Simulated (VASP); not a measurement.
Write the native input for VASP 6.6.1 that does the following.

```
Task                   : single point
Functional             : PBE
Potentials or basis    : VASP PAW PBE potentials, release 64 (Ge_d)
Cutoff                 : 520 eV
k mesh                 : 10 × 6 × 6
Occupations            : gaussian, width 0.15 eV
Spin                   : no spin polarisation
Dipole correction      : no
Further INCAR settings : ALGO = Fast; EDIFF = 1e-06; NBANDS = 66
```

The structure of Ge lies in POSCAR:

```
Ge
1.0
   -4.0584862901      0.0000000000      0.0000000000
    0.0000000000      0.0000000000     -6.6930647500
    0.0000000001     -7.0295044562      0.0000000000
Ge
8
Direct
    0.0000000000      0.9372088633      0.3333333333
    0.5000000000      0.9372088633      0.8333333333
    0.5000000000      0.4372088633      0.1666666667
    0.0000000000      0.4372088633      0.6666666667
    0.0000000000      0.5627911367      0.3333333333
    0.5000000000      0.5627911367      0.8333333333
    0.5000000000      0.0627911367      0.1666666667
    0.0000000000      0.0627911367      0.6666666667
```

This isn't the form of Ge at room conditions, which is diamond.

These files were run (other wordings do the same):

INCAR

```
PREC     = Accurate       # precision mode
ENCUT    = 520            # plane-wave cutoff, eV
EDIFF    = 1E-6           # SCF threshold, eV
ISMEAR   = 0              # smearing method
SIGMA    = 0.15           # smearing width, eV
LREAL    = F              # projectors in reciprocal space
LASPH    = T              # aspherical terms in the spheres
NELM     = 80             # most SCF steps
ALGO     = Fast           # electronic algorithm
ISIF     = 2              # what is computed and relaxed
LWAVE    = F              # write WAVECAR
LCHARG   = F              # write CHGCAR
GGA      = PE             # functional
NBANDS   = 66             # bands
```

KPOINTS

```
Automatic mesh
0
Gamma
  10 6 6
```

Potentials or basis: VASP PAW PBE potentials, release 64 (Ge_d).

The run is started by

```console
$ cat potpaw_PBE.64/Ge_d/POTCAR > POTCAR
$ mpirun -np 1 vasp_std > vasp.out
```

It gave:

The pressure is -0.1 GPa and the band gap on the k mesh is zero (bands 56 and 57 overlap by 0.01 eV).

Caveat: semilocal functionals underestimate gaps, and a narrow one can read as zero.

It took 23 min on 1 thread of Oxide Virtual Turin-like Processor, on a shared host, peak memory 0.79 GiB.
